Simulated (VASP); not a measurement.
## LaB6: relaxation of cell and atoms with PBE

LaB6:

```
La B
1.0
     4.15700    0.00000    0.00000
     0.00000    4.15700    0.00000
     0.00000    0.00000    4.15700
La B
1 6
Direct
  0.00000 0.00000 0.00000
  0.19750 0.50000 0.50000
  0.50000 0.19750 0.50000
  0.80250 0.50000 0.50000
  0.50000 0.80250 0.50000
  0.50000 0.50000 0.19750
  0.50000 0.50000 0.80250
```

| Item | Value |
| --- | --- |
| Program | VASP 6.6.1 |
| Task | relaxation of cell and atoms |
| Functional | PBE |
| Potentials or basis | VASP PAW PBE potentials, release 64 (La, B) |
| Cutoff | 600 eV |
| k mesh | 8 × 8 × 8 |
| Occupations | gaussian, width 0.1 eV |
| Spin | no spin polarisation |
| Dipole correction | no |
| Further INCAR settings | ALGO = Normal; EDIFF = 1e-07; IBRION = 2; EDIFFG = -0.005; NSW = 100; ISIF = 3 |

The relaxed volume is 10.24 Å³/atom and the relaxed cell is a = 4.154 Å, b = 4.154 Å, c = 4.154 Å, α = 90.00°, β = 90.00°, γ = 90.00°. The space group after relaxing (to 0.1 Å) is Pm-3m (No. 221). The energy gained by relaxing is 2.4 meV/atom, the ionic steps are 3 and the pressure after relaxing is 0.0 GPa. The band gap on the k mesh is zero (an odd number of electrons rules out a gap without spin polarisation).

Step by step:
| step | energy change (eV) | largest force (eV/Å) | pressure (GPa) | volume (Å³) |
| --- | --- | --- | --- | --- |
| 1 | 0.0000 | 0.5960 | -0.78 | 71.84 |
| 2 | 0.0570 | 1.2386 | 2.17 | 71.32 |
| 3 | -0.0171 | 0.0014 | 0.01 | 71.67 |

Final structure:
```yaml
crystal:
  lattice:
    - [4.15375, 0.00000, 0.00000]
    - [0.00000, 4.15375, 0.00000]
    - [0.00000, 0.00000, 4.15375]
  atoms:
    - { symbol: La, position: [0.00000, 0.00000, 0.00000] }
    - { symbol: B, position: [0.19974, 0.50000, 0.50000] }
    - { symbol: B, position: [0.50000, 0.19974, 0.50000] }
    - { symbol: B, position: [0.80026, 0.50000, 0.50000] }
    - { symbol: B, position: [0.50000, 0.80026, 0.50000] }
    - { symbol: B, position: [0.50000, 0.50000, 0.19974] }
    - { symbol: B, position: [0.50000, 0.50000, 0.80026] }
```

Levels at points of the mesh, in eV from the Fermi level:
```csv
k point,band 12,band 13,band 14,band 15,band 16,band 17
"(0.00, 0.00, 0.00)",-1.80,-1.80,-1.80,0.27,0.27,0.27
"(0.50, 0.00, 0.00)",-3.39,-3.13,-2.41,-1.42,1.52,1.64
"(0.50, 0.50, 0.00)",-4.38,-2.82,-2.82,1.08,1.08,2.00
"(0.50, 0.50, 0.50)",-2.33,-2.33,-2.33,1.52,1.80,1.80
```

It took 6.2 min on 1 thread of AMD EPYC 7R13 (shared host), peak memory 0.22 GiB.

Caveat: spin-orbit coupling is left out, which moves the levels of the heavy elements.
